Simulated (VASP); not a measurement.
Write the native input for VASP 6.6.1 that does the following.

| Item | Value |
| --- | --- |
| Task | relaxation of cell and atoms |
| Functional | PBE |
| Potentials or basis | VASP PAW PBE potentials, release 64 (Mo_sv) |
| Cutoff | 600 eV |
| k mesh | 20 × 20 × 20 |
| Occupations | fermi-dirac, width 0.1 eV |
| Spin | no spin polarisation |
| Target pressure | 380 GPa |
| Dipole correction | no |
| Further INCAR settings | ALGO = Normal; EDIFF = 1e-06; IBRION = 2; EDIFFG = -0.005; NSW = 60; ISIF = 3 |

The structure of Mo lies in POSCAR:

```
Mo
1.0
   -1.3286373775      1.3286373775      1.3286373775
    1.3286373775     -1.3286373775      1.3286373775
    1.3286373775      1.3286373775     -1.3286373775
Mo
1
Direct
    0.0000000000      0.0000000000      0.0000000000
```

One way to write it, as run:

INCAR

```
PREC = Accurate ; ENCUT = 600
EDIFF = 1E-6 ; ISMEAR = -1
SIGMA = 0.1 ; LREAL = F
LASPH = T ; NELM = 80
ALGO = Normal ; ISIF = 3
LWAVE = F ; LCHARG = F
GGA = PE ; IBRION = 2
NSW = 60 ; EDIFFG = -0.005
PSTRESS = 3800.0
```

KPOINTS

```
regular mesh
0
Gamma
  20 20 20
```

Potentials or basis: VASP PAW PBE potentials, release 64 (Mo_sv).

Command:

```sh
$ cat potpaw_PBE.64/Mo_sv/POTCAR > POTCAR
$ mpirun -np 1 vasp_std > vasp.out
```

It gave:

```
Relaxed volume                                             : 9.41 Å³/atom
Relaxed cell                                               : a = 2.303 Å, b = 2.303 Å, c = 2.303 Å, α = 109.47°, β = 109.47°, γ = 109.47°
Space group after relaxing (to 0.1 Å)                      : Im-3m (No. 229)
Energy change on relaxing (the run minimises the enthalpy) : -63.7 meV/atom
Ionic steps                                                : 3
Pressure after relaxing                                    : 379.9 GPa
Band gap on the k mesh                                     : zero (bands 7 and 8 overlap by 10.60 eV)
```

Caveat: the cell is relaxed towards a set pressure, so the run minimises the enthalpy, not the energy.

It took 54 s on 1 thread of Intel(R) Xeon(R) Platinum 8259CL CPU @ 2.50GHz (Skylake/Cascade Lake), on a shared host, peak memory 0.15 GiB.
